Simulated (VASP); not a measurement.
# Al12Cl in VASP: relaxation of the atoms with PBE

Aim: the relaxation of the atoms of Al12Cl with PBE.

Everything below comes from runs of VASP 6.6.1. Logs are shortened: lines on timing, memory, paths and dates and some standing lists are left out, and cuts for length are marked.

## (1) The cell of the first run

The cell holds a slab with vacuum, 13 atoms: a = 5.714 Å, b = 5.714 Å, c = 19.675 Å, α = 90.00°, β = 90.00°, γ = 90.00°.

## (2) Relaxation of the atoms, PBE

The input, INCAR:

```
SYSTEM = Al12Cl
  ALGO = Normal
  DIPOL = 0.5 0.5 0.324
  EDIFF = 1E-7
  EDIFFG = -0.025
  ENCUT = 520
  GGA = PE
  IBRION = 2
  IDIPOL = 3
  ISIF = 2
  ISMEAR = 0
  LASPH = .TRUE.
  LCHARG = .FALSE.
  LDIPOL = .TRUE.
  LREAL = .FALSE.
  LWAVE = .FALSE.
  NELM = 60
  NSW = 36
  PREC = Accurate
  SIGMA = 0.1
```

The input, KPOINTS:

```
k-points
0
G
  5 5 1
  0 0 0
```

The input, POSCAR:

```
Al12Cl
1.0
    5.7135165837      0.0000000000      0.0000000000
    0.0000000000      5.7135165837      0.0000000000
    0.0000000000      0.0000000000     19.6746954317
Al Cl
12 1
Selective dynamics
Direct
    0.2500000000      0.2500000000      0.2033068321  F F F
    0.2500000000      0.7500000000      0.2033068321  F F F
    0.7500000000      0.2500000000      0.2033068321  F F F
    0.7500000000      0.7500000000      0.2033068321  F F F
    0.0000000000      0.0000000000      0.3092728609  F F F
    0.0000000000      0.5000000000      0.3092728609  F F F
    0.5000000000      0.0000000000      0.3092728609  F F F
    0.5000000000      0.5000000000      0.3092728609  F F F
    0.2500000000      0.2500000000      0.4154928578  F F F
    0.2500000000      0.7500000000      0.4154928578  F F F
    0.7500000000      0.2500000000      0.4154928578  F F F
    0.7500000000      0.7500000000      0.4154928578  F F F
    0.2500000000      0.5000000000      0.5038342225  F F T
```

Potentials or basis: VASP PAW PBE potentials, release 64 (Al, Cl).

Started as:

```sh
cat potpaw_PBE.64/Al/POTCAR potpaw_PBE.64/Cl/POTCAR > POTCAR
mpirun -np 1 vasp_std > vasp.out
```

OUTCAR:

```text
SYSTEM = Al12Cl
   EDIFF = 1E-7
   EDIFFG = -0.025
   ENCUT = 520
   GGA = PE
   IBRION = 2
   ISIF = 2
   ISMEAR = 0
   LASPH = .TRUE.
   LREAL = .FALSE.
   NELM = 60
   NSW = 36
   PREC = Accurate

 ion  position               nearest neighbor table
   1  0.250  0.250  0.203-   2 2.86   3 2.86   2 2.86   3 2.86   7 2.90   8 2.90   5 2.90   6 2.90

   2  0.250  0.750  0.203-   1 2.86   4 2.86   1 2.86   4 2.86   7 2.90   8 2.90   5 2.90   6 2.90

   3  0.750  0.250  0.203-   1 2.86   4 2.86   4 2.86   1 2.86   7 2.90   8 2.90   5 2.90   6 2.90
[... 4 lines left out ...]
                            11 2.91  12 2.91   9 2.91  10 2.91
   6  0.000  0.500  0.309-   5 2.86   8 2.86   5 2.86   8 2.86   1 2.90   2 2.90   3 2.90   4 2.90
                            11 2.91  12 2.91   9 2.91  10 2.91
   7  0.500  0.000  0.309-   5 2.86   8 2.86   8 2.86   5 2.86   1 2.90   2 2.90   3 2.90   4 2.90
                            11 2.91  12 2.91   9 2.91  10 2.91
   8  0.500  0.500  0.309-   6 2.86   7 2.86   7 2.86   6 2.86   1 2.90   2 2.90   3 2.90   4 2.90
                            11 2.91  12 2.91   9 2.91  10 2.91
   9  0.250  0.250  0.415-  13 2.25  11 2.86  10 2.86  10 2.86  11 2.86   6 2.91   7 2.91   8 2.91
                             5 2.91
  10  0.250  0.750  0.415-  13 2.25  12 2.86   9 2.86   9 2.86  12 2.86   6 2.91   7 2.91   8 2.91
                             5 2.91
  11  0.750  0.250  0.415-   9 2.86  12 2.86  12 2.86   9 2.86   5 2.91   6 2.91   7 2.91   8 2.91

  12  0.750  0.750  0.415-  10 2.86  11 2.86  11 2.86  10 2.86   5 2.91   6 2.91   7 2.91   8 2.91

  13  0.250  0.500  0.504-   9 2.25  10 2.25

  LATTYP: Found a simple tetragonal cell.
 ALAT       =     5.7135165837
 C/A-ratio  =     3.4435351930

  Lattice vectors:

 A1 = (   5.7135165837,   0.0000000000,   0.0000000000)
 A2 = (   0.0000000000,   5.7135165837,   0.0000000000)
 A3 = (   0.0000000000,   0.0000000000,  19.6746954317)

Analysis of symmetry for initial positions (statically):
=====================================================================
 Subroutine PRICEL returns:
 Original cell was already a primitive cell.

 Routine SETGRP: Setting up the symmetry group for a
 simple tetragonal supercell.

 Subroutine GETGRP returns: Found  4 space group operations
 (whereof  2 operations were pure point group operations)
 out of a pool of 16 trial point group operations.

The static configuration has the point symmetry C_1h.
 The point group associated with its full space group is C_2v.

Analysis of symmetry for dynamics (positions and initial velocities):
=====================================================================
 Subroutine PRICEL returns:
 Original cell was already a primitive cell.
[... 161 lines left out ...]
 conjugate gradient relaxation of ions
 non-spin polarized calculation
 Gauss-broadening in eV      SIGMA  =   0.10
  energy-cutoff  :      520.00
  volume of cell :      642.27
 maximum number of plane-waves:     17320
   NGX = 21   NGY = 21   NGZ = 73

--------------------------------------- Ionic step        1  -------------------------------------------

 number of electron      43.0000002 magnetization

 Free energy of the ion-electron system (eV)
  ---------------------------------------------------
  ext. energy  EPLUGINS =         0.00000000
  ---------------------------------------------------
  free energy    TOTEN  =       -44.75902548 eV

  energy without entropy =      -44.73559144  energy(sigma->0) =      -44.74730846

------------------------ aborting loop because EDIFF is reached ----------------------------------------

  FORCE on cell =-STRESS in cart. coord.  units (eV):
  Direction    XX          YY          ZZ          XY          YZ          ZX
  --------------------------------------------------------------------------------------
  -------------------------------------------------------------------------------------
  Total       -6.4136063     -4.8436142      1.8304264      0.0000000      0.0000000      0.0000000
  in kB      -15.9991857    -12.0827314      4.5661257      0.0000000      0.0000000      0.0000000
  external PRESSURE =      -7.8385971 kB  Pullay stress =       0.0000000 kB
[... 75 lines left out ...]
  FREE ENERGIE OF THE ION-ELECTRON SYSTEM (eV)
  ---------------------------------------------------
  free  energy   TOTEN  =       -44.8611762115 eV

  energy  without entropy=      -44.8382975157  energy(sigma->0) =      -44.84973686

 dipolmoment           0.000000      0.000000     -0.004029 electrons x Angstroem

--------------------------------------- Ionic step        3  -------------------------------------------

 number of electron      43.0000003 magnetization

------------------------ aborting loop because EDIFF is reached ----------------------------------------
[... 42 lines left out ...]
--------------------------------------- Ionic step        4  -------------------------------------------

 number of electron      43.0000003 magnetization

 dipolmoment           0.000000      0.000000      0.049493 electrons x Angstroem

 Free energy of the ion-electron system (eV)
  ---------------------------------------------------
  ext. energy  EPLUGINS =         0.00000000
  ---------------------------------------------------
  free energy    TOTEN  =       -44.91636723 eV

  energy without entropy =      -44.89500179  energy(sigma->0) =      -44.90568451

 E-fermi :  -0.3393     XC(G=0):  -4.4599

 val. band max:       -0.3402929986   @ k =   0.0000   0.0000   0.0000
 cond. band min:      -0.3194058391   @ k =   0.4000   0.0000   0.0000
 fundamental gap:      0.0208871595
 Fermi energy:        -0.3393404305

 k-point     1 :       0.0000    0.0000    0.0000
  band No.  band energies     occupation
      1     -16.5550      2.00000
      2     -10.4391      2.00000
      3      -8.3936      2.00000
      4      -6.3366      2.00000
      5      -6.2153      2.00000
      6      -5.9912      2.00000
[... 268 lines left out ...]
     27       0.9984      0.00000
     28       1.6678      0.00000

------------------------ aborting loop because EDIFF is reached ----------------------------------------

 vacuum level on the upper side and lower side of the slab       (xc-potential included)         0.045        -0.222

  FORCE on cell =-STRESS in cart. coord.  units (eV):
  Direction    XX          YY          ZZ          XY          YZ          ZX
  --------------------------------------------------------------------------------------
  -------------------------------------------------------------------------------------
  Total       -6.6427833     -6.5740082     -1.0569286      0.0000000      0.0000000      0.0000000
  in kB      -16.5708836    -16.3993194     -2.6365816      0.0000000      0.0000000      0.0000000
  external PRESSURE =     -11.8689282 kB  Pullay stress =       0.0000000 kB
[... 28 lines left out ...]
  FREE ENERGIE OF THE ION-ELECTRON SYSTEM (eV)
  ---------------------------------------------------
  free  energy   TOTEN  =       -44.9163672302 eV

  energy  without entropy=      -44.8950017866  energy(sigma->0) =      -44.90568451

 reached required accuracy - stopping structural energy minimisation

 vacuum level on the upper side and lower side of the slab         4.299         4.020
```

OSZICAR:

```text
N       E                     dE             d eps       ncg     rms          rms(c)
DAV:   1     0.199756395080E+03    0.19976E+03   -0.13118E+04   504   0.108E+03
DAV:   2    -0.206496529364E+02   -0.22041E+03   -0.21501E+03   724   0.184E+02
DAV:   3    -0.454780059324E+02   -0.24828E+02   -0.24251E+02   712   0.556E+01
[... 87 lines left out ...]
DAV:  13    -0.449163664115E+02   -0.39171E-06   -0.26885E-08   312   0.791E-04    0.375E-04
DAV:  14    -0.449163668018E+02   -0.39036E-06   -0.53567E-08   364   0.730E-04    0.184E-04
DAV:  15    -0.449163670149E+02   -0.21309E-06   -0.90377E-09   288   0.435E-04    0.149E-04
DAV:  16    -0.449163671447E+02   -0.12974E-06   -0.73134E-09   288   0.269E-04    0.139E-04
DAV:  17    -0.449163672302E+02   -0.85486E-07   -0.26582E-09   284   0.191E-04
   4 F= -.44916367E+02 E0= -.44905685E+02  d E =-.157342E+00
```

Wall time 9.4 min (1 thread of AMD EPYC 9R45 (Zen 5), shared host); peak memory 0.65 GiB.

Results:

| Item | Value |
| --- | --- |
| Free energy | -44.9164 eV |
| Energy gained by relaxing | 12.1 meV/atom |
| Ionic steps | 4 |
| Band gap on the k mesh | zero (an odd number of electrons rules out a gap without spin polarisation) |

The path:
```
step  energy change (eV)  largest force on free atoms (eV/Å)  pressure (GPa)
   1              0.0000                              1.6612           -0.78
   2             -0.1022                              0.9144           -0.96
   3             -0.1570                              0.0606           -1.20
   4             -0.1573                              0.0095           -1.19
```

Final structure:
```
Al Cl
1.0
     5.71352    0.00000    0.00000
     0.00000    5.71352    0.00000
     0.00000    0.00000   19.67470
Al Cl
12 1
Direct
  0.25000 0.25000 0.20331
  0.25000 0.75000 0.20331
  0.75000 0.25000 0.20331
  0.75000 0.75000 0.20331
  0.00000 0.00000 0.30927
  0.00000 0.50000 0.30927
  0.50000 0.00000 0.30927
  0.50000 0.50000 0.30927
  0.25000 0.25000 0.41549
  0.25000 0.75000 0.41549
  0.75000 0.25000 0.41549
  0.75000 0.75000 0.41549
  0.25000 0.50000 0.51449
```

Caveat: an odd number of electrons without spin polarisation forces a metal; a magnetic or distorted state may lie lower.

The gap in the log of VASP goes by the Fermi energy; the results here count the filled bands.